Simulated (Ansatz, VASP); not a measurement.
Se: VASP beside Ansatz

File INCAR:

```
SYSTEM = Se
  PREC = Accurate
  ENCUT = 520
  EDIFF = 1E-6
  ISMEAR = -1
  SIGMA = 0.1
  LREAL = .FALSE.
  LASPH = .TRUE.
  NELM = 60
  ALGO = Normal
  ISIF = 2
  LWAVE = .FALSE.
  LCHARG = .TRUE.
  GGA = CA
  LELF = .TRUE.
  LVHAR = .TRUE.
  NBANDS = 9
```

File KPOINTS:

```
regular mesh
0
G
  15 15 15
  0 0 0
```

The input POSCAR:

```
Se
1.0
   -1.7220785693      1.7220785693      1.7220785693
    1.7220785693     -1.7220785693      1.7220785693
    1.7220785693      1.7220785693     -1.7220785693
Se
1
Direct
    0.0000000000      0.0000000000      0.0000000000
```

Input for Ansatz:

```yaml
crystal:
  lattice:
    - [-1.7220785693, 1.7220785693, 1.7220785693]
    - [1.7220785693, -1.7220785693, 1.7220785693]
    - [1.7220785693, 1.7220785693, -1.7220785693]
  atoms:
    - { symbol: Se, position: [0.0, 0.0, 0.0] }
hamiltonian:
  xc: lda
  pseudopotentials:
    kind: paw
    azcp:
      Se: "pseudopotentials/Se.paw.azcp"
basis:
  ecutwfc: 420
  fft_grid_basis: typed
kpoints:
  mp_grid: { grid: [15, 15, 15], shift: [0, 0, 0] }
magnetization:
  spin_polarized: false
scf:
  occupations: { method: fermi_dirac, width: 0.1 }
  lower_state_search: "off"
output:
  stress: true
```

Alike in both runs: task single point; functional LDA; k mesh 15 × 15 × 15; occupations fermi-dirac, width 0.1 eV; no spin polarisation.

```csv
,VASP,Ansatz
version,VASP 6.6.1,Ansatz 0.2.0
potentials or method,"VASP PAW LDA potentials, release 64 (Se), cutoff 520 eV","plane waves (420 eV) with PAW, scalar-relativistic"
valence electrons in the cell,6,16
```

Ansatz gave:

```
pressure (GPa) : -5.5
```

Problem. What did VASP give for the same quantities?

Solution. Pressure (GPa): -5.4.

Ansatz warns that its potentials were made for another functional, while VASP's fit it. LDA's correlation is that of Perdew and Zunger in VASP and of Perdew and Wang (1992) in Ansatz. VASP's potentials hold 6 valence electrons a cell and Ansatz's 16, so a difference there can come from the potentials and not from the codes.
